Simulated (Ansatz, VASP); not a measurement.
Given: the input of a run of VASP 6.6.1 on GaAs.

File INCAR:

```
SYSTEM = GaAs
PREC     = Accurate       ! precision mode
ENCUT    = 520            ! plane-wave cutoff, eV
EDIFF    = 1E-6           ! SCF threshold, eV
ISMEAR   = -1             ! smearing method
SIGMA    = 0.05           ! smearing width, eV
LREAL    = .FALSE.        ! projectors in reciprocal space
LASPH    = .TRUE.         ! aspherical terms in the spheres
NELM     = 80             ! most SCF steps
ALGO     = Normal         ! electronic algorithm
ISIF     = 2              ! what is computed and relaxed
LWAVE    = .FALSE.        ! write WAVECAR
LCHARG   = .FALSE.        ! write CHGCAR
GGA      = PE             ! functional
NBANDS   = 16             ! bands
```

The input KPOINTS:

```
regular mesh
0
G
  5 5 5
  0 0 0
```

Contents of POSCAR:

```
GaAs
1.0
    0.0000000000      2.8268500000      2.8268500000
    2.8268500000      0.0000000000      2.8268500000
    2.8268500000      2.8268500000      0.0000000000
As Ga
1 1
Direct
    0.7500000000      0.7500000000      0.7500000000
    0.0000000000      0.0000000000      0.0000000000
```

Potentials or basis: VASP PAW PBE potentials, release 64 (As, Ga_d).

Run with:

```bash
$ cat potpaw_PBE.64/As/POTCAR potpaw_PBE.64/Ga_d/POTCAR > POTCAR
$ mpirun -np 1 vasp_std > vasp.out
```

Task: Set up the same calculation for Ansatz 0.2.0. Potentials there: Ansatz PAW.

Result: As run (the cutoff follows the program's own potentials):

The input input.yaml:

```yaml
crystal:
  lattice:
    - [0.0, 2.82685, 2.82685]
    - [2.82685, 0.0, 2.82685]
    - [2.82685, 2.82685, 0.0]
  atoms:
    - { symbol: As, position: [0.75, 0.75, 0.75] }
    - { symbol: Ga, position: [0.0, 0.0, 0.0] }
hamiltonian:
  xc: pbe
  pseudopotentials: { kind: paw }
kpoints:
  mp_grid: { grid: [5, 5, 5] }
scf:
  occupations: { method: fermi_dirac, width: 0.05 }
output:
  forces: true
  stress: true
  eigenvalues: true
```

Potentials or basis: Ansatz PAW.

The run is started by

```sh
$ ansatz run input.yaml --threads 1 --pin off --max-ram 3584MiB --backend cpu --events-out ev --progress --plain --runs-dir out
```

Both were run:

|  | VASP | Ansatz | Ansatz less VASP |
| --- | --- | --- | --- |
| gap on the k mesh at the Fermi level (eV) | 0.52 | 0.51 | -0.004 |
| least direct gap on the mesh (eV) | 0.52 | 0.51 | -0.004 |
| pressure (GPa) | 3.5 | 3.3 | -0.17 |

VASP's potentials hold 18 valence electrons a cell and Ansatz's 28, so a difference there can come from the potentials and not from the codes.

Noted on Ansatz's run: odd divisions of the mesh miss points on the zone boundary, where band edges often lie, so the gap on the mesh can be too wide.
